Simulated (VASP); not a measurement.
WC: single point with PBE

The system is WC.

```xyz
2
Lattice="2.9963 0.0113 0.0011 -1.4883 2.5603 -0.0214 0.0010 -0.0235 2.8702" Properties=species:S:1:pos:R:3 pbc="T T T"
W     0.0982   -0.0120   -0.0287
C     1.4038    0.8613    1.4573
```

This cell differs from its parent crystal: atoms moved at random and the cell strained at random.

| Quantity | Value |
| --- | --- |
| Program | VASP 6.6.1 |
| Task | single point |
| Functional | PBE |
| Potentials or basis | VASP PAW PBE potentials, release 64 (W_sv, C) |
| Cutoff | 520 eV |
| k mesh | 14 × 14 × 12 |
| Occupations | gaussian, width 0.1 eV |
| Spin | no spin polarisation |
| Dipole correction | no |
| Further INCAR settings | ALGO = Normal; EDIFF = 1e-07; NBANDS = 16 |

```
Pressure               : -9.8 GPa
Largest force          : 2.459 eV/Å
Band gap on the k mesh : zero (bands 9 and 10 overlap by 1.31 eV)
```

Forces on the atoms (eV/Å):
```
W   -2.354  0.122  0.701
C    2.354 -0.122 -0.701
```

Stress tensor (GPa, compression positive):
```
-15.93   2.66  -2.32
  2.66  -9.51   4.11
 -2.32   4.11  -4.10
```

Levels at points of the mesh, in eV from the Fermi level:
```csv
k point,band 6,band 7,band 8,band 9,band 10,band 11,band 12,band 13
"(0.00, 0.00, 0.00)",-4.30,-3.32,-3.00,-0.04,2.59,3.14,3.86,5.06
"(0.50, 0.00, 0.00)",-7.42,-3.91,-3.64,-0.15,2.25,3.67,4.17,7.57
"(0.00, 0.50, 0.00)",-6.99,-3.97,-3.57,0.01,2.00,3.78,4.48,6.82
"(0.50, 0.50, 0.00)",-6.39,-3.65,-2.72,-0.76,1.94,4.10,4.59,5.14
"(0.00, 0.00, 0.50)",-8.34,-3.23,-1.08,-0.65,-0.46,2.50,3.65,6.00
"(0.50, 0.00, 0.50)",-5.79,-3.91,-3.56,-0.52,3.84,4.78,5.58,8.22
"(0.00, 0.50, 0.50)",-6.03,-4.36,-3.70,-0.08,3.85,4.80,4.89,8.53
"(0.50, 0.50, 0.50)",-6.65,-4.85,-4.56,0.77,3.82,4.75,5.75,8.54
```

Run time: 3.3 min on 1 thread of Intel Xeon 8259CL, on a shared host, peak memory 0.49 GiB.

Caveat: the cell differs from its parent crystal (atoms moved at random and the cell strained at random); the stress differs along the axes, from -16 to -4 GPa; spin-orbit coupling is left out, which moves the levels of the heavy elements; forces of over 1 eV/Å act on the atoms, so gaps and moduli don't describe the material at rest.
